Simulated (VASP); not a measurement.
The system is Nb2PdSe4.

```
CELL_PARAMETERS angstrom
5.95105 0.00000 0.00000
0.00000 3.52932 0.00000
-0.03767 0.00000 7.75140
ATOMIC_POSITIONS crystal
Nb 0.00000 0.50000 0.50000
Nb 0.50000 0.00000 0.50000
Pd 0.50000 0.00000 0.00000
Se 0.16218 0.00000 0.32546
Se 0.66328 0.50000 0.32518
Se 0.33672 0.50000 0.67482
Se 0.83782 0.00000 0.67454
```

```yaml
Program: VASP 6.6.1
Task: relaxation of cell and atoms
Functional: PBE
Potentials_or_basis: VASP PAW PBE potentials, release 64 (Nb_sv, Pd, Se)
Cutoff: 600 eV
k_mesh: 2 × 3 × 2
Occupations: gaussian, width 0.15 eV
Spin: no spin polarisation
```

At the start: pressure 19.4 GPa; volume 23.26 Å³/atom.

Question: How do energy, volume and symmetry change on relaxing?

Answer: Over 26 steps the energy falls by 637.2 meV/atom and the volume is 20.68 Å³/atom (-11.1 %); space group P2/m (No. 10, to 0.05 Å).

The path:
```
step  energy change (eV)  largest force (eV/Å)  pressure (GPa)  volume (Å³)
   1              0.0000                5.3231           19.44       162.80
   2              1.0551                2.2038          -13.69       238.76
   3             -2.4589                0.7815           -3.66       191.43
   4             -2.4778                1.0071           -2.63       189.20
   5             -2.4792                1.1052           -2.17       188.28
   6             -2.7688                1.0760           -1.91       181.40
   7             -3.4813                0.9818           -0.32       161.73
   8             -2.5731                1.5158           16.56       126.59
   9             -3.6600                1.1454            1.94       152.70
  10             -3.6576                1.0780            5.58       142.31
  11             -3.7077                1.1020            3.63       147.15
  12             -3.8511                0.3916            0.43       147.57
  13             -3.8577                0.3190           -0.36       147.69
  14             -3.9588                0.2895           -0.38       147.26
  15             -4.1626                0.3565            0.05       145.57
  16             -4.1339                0.9306            3.22       140.34
  17             -4.2478                0.5733            1.17       143.69
  18             -4.3702                0.3595           -0.21       144.74
  19             -4.4296                0.3715           -1.63       145.91
  20             -4.4295                0.3619           -1.53       145.83
  21             -4.4500                0.1214            0.22       143.69
  22             -4.4501                0.1333            0.13       143.79
  23             -4.4553                0.1089            0.16       143.86
  24             -4.4573                0.1222            0.21       143.94
  25             -4.4596                0.0959           -0.07       144.38
  26             -4.4602                0.0712           -0.33       144.79
```

Final structure:
```xyz
7
Lattice="6.1454 0.0000 0.0587 0.0000 3.6726 0.0000 0.0700 0.0000 6.4161" Properties=species:S:1:pos:R:3 pbc="T T T"
Nb    0.0350    1.8363    3.2081
Nb    3.1077    0.0000    3.2374
Pd    3.0727    0.0000    0.0294
Se    0.9920    0.0000    1.6057
Se    4.1538    1.8363    1.6227
Se    2.0616    1.8363    4.8521
Se    5.2234    0.0000    4.8692
```

Caveat: the k points lie up to 0.57 Å⁻¹ apart in the final cell; the relaxation stopped at a loose force limit of 0.08 eV/Å, so its end isn't a converged minimum.
